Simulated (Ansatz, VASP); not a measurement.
# One calculation of BN, two programs

```
B N
1.0
     0.00000    1.67803    1.67803
     1.67803    0.00000    1.67803
     1.67803    1.67803    0.00000
B N
1 1
Direct
  0.00000 0.00000 0.00000
  0.25000 0.25000 0.25000
```

Alike in both runs: task single point; functional PBEsol; k mesh 10 × 10 × 10; no spin polarisation.

|  | VASP | Ansatz |
| --- | --- | --- |
| version | VASP 6.6.1 | Ansatz 0.2.0 |
| potentials or method | VASP PAW PBE potentials, release 64 (B, N), cutoff 600 eV | scalar-relativistic, plane waves, PAW |
| occupations | gaussian, width 0.01 eV | fixed |
| valence electrons in the cell | 8 | 8 |

Ansatz gave:

```
gap on the k mesh at the Fermi level (eV) : 4.50
least direct gap on the mesh (eV)         : 9.83
```

**Question.** Estimate VASP's values.

**Answer.** gap on the k mesh at the Fermi level (eV): 4.48; least direct gap on the mesh (eV): 9.81.

VASP's potentials were made for PBE, not for PBEsol.
